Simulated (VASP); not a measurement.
# Br (I4_1/amd) in VASP: single point with r2SCAN

Aim: the single point of Br with r2SCAN.

Everything below comes from runs of VASP 6.6.1. Logs are shortened: lines on timing, memory, paths and dates and some standing lists are left out, and cuts for length are marked.

## Step 1: The cell of the first run

Symmetry: I4_1/amd, No. 141, tetragonal system. The conventional cell has a = 5.674 Å, b = 5.674 Å, c = 3.743 Å, α = 90.00°, β = 90.00°, γ = 90.00°. Within 3.9 Å of Br (site symmetry -4m2) lie 6 Br at 2.99 to 3.74 Å.

## Step 2: Single point, r2SCAN

File POSCAR:

```
Br
1.0
   -2.8368332099      2.8368332099      1.8713450566
    2.8368332099     -2.8368332099      1.8713450566
    2.8368332099      2.8368332099     -1.8713450566
Br
2
Direct
    0.0000000000      0.0000000000      0.0000000000
    0.7500000000      0.2500000000      0.5000000000
```

File INCAR.step1:

```
  PREC = Accurate
  ENCUT = 520
  ISMEAR = 0
  SIGMA = 0.1
  LREAL = False
  LASPH = True
  NELM = 100
  NBANDS = 14
  GGA = PE
  ALGO = Normal
  EDIFF = 1E-4
  LWAVE = True
  LCHARG = False
```

File INCAR.step2:

```
  PREC = Accurate
  ENCUT = 520
  EDIFF = 1E-6
  ISMEAR = 0
  SIGMA = 0.1
  LREAL = False
  LASPH = True
  NELM = 100
  ALGO = Normal
  ISIF = 2
  LWAVE = False
  LCHARG = False
  METAGGA = R2SCAN
  LMIXTAU = True
  NBANDS = 14
  ISTART = 1
```

File KPOINTS:

```
regular mesh
0
Gamma
  18 18 18
```

Potentials or basis: VASP PAW PBE potentials, release 64 (Br).

On the command line:

```
> cat potpaw_PBE.64/Br/POTCAR > POTCAR
> cp INCAR.step1 INCAR
> mpirun -np 1 vasp_std > vasp.out
> cp INCAR.step2 INCAR
> mpirun -np 1 vasp_std > vasp.out
```

OUTCAR:

```text
PREC = Accurate
   ENCUT = 520
   EDIFF = 1E-6
   ISMEAR = 0
   LREAL = False
   LASPH = True
   NELM = 100
   ISIF = 2
   METAGGA = R2SCAN
   ISTART = 1

 ion  position               nearest neighbor table
   1  0.000  0.000  0.000-
   2  0.750  0.250  0.500-

  LATTYP: Found a body centered tetragonal cell.
 ALAT       =     5.6736664198
 C/A-ratio  =     0.6596598806

  Lattice vectors:

 A1 = (  -2.8368332099,   2.8368332099,   1.8713450566)
 A2 = (   2.8368332099,  -2.8368332099,   1.8713450566)
 A3 = (   2.8368332099,   2.8368332099,  -1.8713450566)

Analysis of symmetry for initial positions (statically):
=====================================================================
 Subroutine PRICEL returns:
 Original cell was already a primitive cell.

 Routine SETGRP: Setting up the symmetry group for a
 body centered tetragonal supercell.

 Subroutine GETGRP returns: Found 16 space group operations
 (whereof  8 operations were pure point group operations)
 out of a pool of 16 trial point group operations.

The static configuration has the point symmetry D_2d.
 The point group associated with its full space group is D_4h.

Analysis of symmetry for dynamics (positions and initial velocities):
=====================================================================
 Subroutine PRICEL returns:
 Original cell was already a primitive cell.

 Routine SETGRP: Setting up the symmetry group for a
 body centered tetragonal supercell.

 Subroutine GETGRP returns: Found 16 space group operations
 (whereof  8 operations were pure point group operations)
 out of a pool of 16 trial point group operations.

The dynamic configuration has the point symmetry D_2d.
 The point group associated with its full space group is D_4h.

 Subroutine INISYM returns: Found 16 space group operations
 (whereof  8 operations are pure point group operations),
 and found     1 'primitive' translations

----------------------------------------------------------------------------------------

                                     Primitive cell

  volume of cell :      60.2395

  direct lattice vectors                    reciprocal lattice vectors
    -2.836833210  2.836833210  1.871345057     0.000000000  0.176252872  0.267187496
     2.836833210 -2.836833210  1.871345057     0.176252872  0.000000000  0.267187496
     2.836833210  2.836833210 -1.871345057     0.176252872  0.176252872  0.000000000

  length of vectors
     4.426869960  4.426869960  4.426869960     0.320084728  0.320084728  0.249259202

[... 86 lines left out ...]
   ISIF   =      2    stress and relaxation
   ISYM   =      2    0-nonsym 1-usesym 2-fastsym
   POTIM  = 0.5000    time-step for ionic-motion
   TEBEG  =    0.0;   TEEND  =   0.0 temperature during run
   PSTRESS=    0.0 pullay stress
   NELECT =      14.0000    total number of electrons
   NUPDOWN=      -1.0000    fix difference up-down
   EMIN   =  10.00;   EMAX   =-10.00  energy-range for DOS
   EFERMI =   0.00;   METHOD = LEGACY
   ISMEAR =     0;   SIGMA  =   0.10  broadening in eV -4-tet -1-fermi 0-gaus
   EFERMI_NEDOS =   21; number of points for ismear=-14 and -15
   IALGO  =     38    algorithm
   IMIX   =      4    mixing-type and parameters
     AMIX     =   0.40;   BMIX     =  1.00
     AMIX_MAG =   1.60;   BMIX_MAG =  1.00
  volume/ion in A,a.u.               =      30.12       203.26
  Fermi-wavevector in a.u.,A,eV,Ry     =   1.006523  1.902053 13.783905  1.013088
  Thomas-Fermi vector in A             =   2.139271
   LORBIT       =      0    0 simple, 1 ext, 2 COOP (PROOUT), +10 PAW based schemes
   METAGGA = R2SCAN    functional components
   LHFCALC =     F    Hartree Fock is set to
   AEXX    =    0.0000 exact exchange contribution
   IVDW    =     0    specifies the selected vdW correction
   LEPSILON=     F    determine dielectric tensor
   LRPA    =     F    only Hartree local field effects (RPA)
 non-spin polarized calculation
 Gauss-broadening in eV      SIGMA  =   0.10
  energy-cutoff  :      520.00
  volume of cell :       60.24
 maximum number of plane-waves:      1650
 NGX is ok and might be reduce to    36
   NGX = 17   NGY = 17   NGZ = 17

 number of electron      13.9999998 magnetization

 Free energy of the ion-electron system (eV)
  ---------------------------------------------------
  ext. energy  EPLUGINS =         0.00000000
  ---------------------------------------------------
  free energy    TOTEN  =       -25.41640630 eV

  energy without entropy =      -25.39670076  energy(sigma->0) =      -25.40655353

 E-fermi :   0.6087     XC(G=0):  -9.0022

 val. band max:        0.6062860769   @ k =   0.0556   0.0556   0.0556
 cond. band min:       0.6109082516   @ k =  -0.3333   0.2778   0.0000
 fundamental gap:      0.0046221748
 Fermi energy:         0.6086932985

 k-point     1 :       0.0000    0.0000    0.0000
  band No.  band energies     occupation
      1     -15.5583      2.00000
      2     -13.0480      2.00000
      3      -3.1640      2.00000
      4      -3.1640      2.00000
      5      -0.4778      2.00000
      6      -0.3813      2.00000
      7       0.8198      0.00283
      8       0.8198      0.00283
      9       7.0763      0.00000
     10       7.5535      0.00000
     11      10.7303      0.00000
     12      11.9816      0.00000
     13      12.5268      0.00000
     14      12.5268      0.00000
[... 377 lines left out ...]
      1     -15.3312      2.00000
      2     -13.2435      2.00000
      3      -3.2686      2.00000
      4      -2.7634      2.00000
      5      -1.2736      2.00000
      6      -0.8157      2.00000
      7       0.4058      1.99589
      8       0.8066      0.00514
      9       7.8235      0.00000
     10       8.9204      0.00000
     11      10.1747      0.00000
     12      11.1714      0.00000
     13      11.7324      0.00000
     14      13.1274      0.00000

 [... further k-points ...]
[... 5 lines left out ...]
  --------------------------------------------------------------------------------------
  -------------------------------------------------------------------------------------
  Total       -0.0193468     -0.0193468     -0.0041982      0.0000000      0.0000000      0.0000000
  in kB       -0.5145621     -0.5145621     -0.1116592      0.0000000      0.0000000      0.0000000
  external PRESSURE =      -0.3802612 kB  Pullay stress =       0.0000000 kB

 VOLUME and BASIS-vectors are now :
 -----------------------------------------------------------------------------
  energy-cutoff  :      520.00
  volume of cell :       60.24
      direct lattice vectors                 reciprocal lattice vectors
    -2.836833210  2.836833210  1.871345057     0.000000000  0.176252872  0.267187496
     2.836833210 -2.836833210  1.871345057     0.176252872  0.000000000  0.267187496
     2.836833210  2.836833210 -1.871345057     0.176252872  0.176252872  0.000000000

 POSITION                                       TOTAL-FORCE (eV/Angst)
 -----------------------------------------------------------------------------------
      0.00000      0.00000      0.00000         0.000000      0.000000      0.000000
      0.00000      2.83683      0.93567        -0.000000     -0.000000     -0.000000
 -----------------------------------------------------------------------------------
    total drift:                               -0.000000      0.000000     -0.000000

  FREE ENERGIE OF THE ION-ELECTRON SYSTEM (eV)
  ---------------------------------------------------
  free  energy   TOTEN  =       -25.4164062968 eV

  energy  without entropy=      -25.3967007560  energy(sigma->0) =      -25.40655353
```

OUTCAR.step1:

```text
PREC = Accurate
   ENCUT = 520
   ISMEAR = 0
   LREAL = False
   LASPH = True
[... 633 lines left out ...]
      0.00000      0.00000      0.00000        -0.000000      0.000000     -0.000000
      0.00000      2.83683      0.93567         0.000000     -0.000000      0.000000
 -----------------------------------------------------------------------------------
    total drift:                               -0.000000      0.000000     -0.000000

  FREE ENERGIE OF THE ION-ELECTRON SYSTEM (eV)
  ---------------------------------------------------
  free  energy   TOTEN  =        -2.2995315023 eV

  energy  without entropy=       -2.2787296481  energy(sigma->0) =       -2.28913058
```

It took 33 min on 1 thread of AMD EPYC 9R45 (Zen 5), shared host; peak memory 0.43 GiB.

Results:

```yaml
Free_energy: -25.4164 eV
Pressure: 0.0 GPa
Band_gap_on_the_k_mesh: zero (band 7 reaches 1.74 eV, above the bottom of band 8 at -0.07 eV)
```

Levels at points of the mesh, in eV from the Fermi level:
```tsv
k point	band 5	band 6	band 7	band 8	band 9	band 10
(0.00, 0.00, 0.00)	-1.09	-0.99	0.21	0.21	6.47	6.94
(0.50, 0.00, 0.00)	-2.98	-1.40	-0.72	0.01	8.16	8.51
(0.50, 0.50, 0.00)	-2.32	-2.32	-0.45	-0.45	8.29	8.29
(0.50, 0.50, 0.50)	-1.25	-1.25	1.13	1.13	8.87	8.87
```

Caveat: the PAW data sets were made with another functional, which shifts forces and pressure a little.
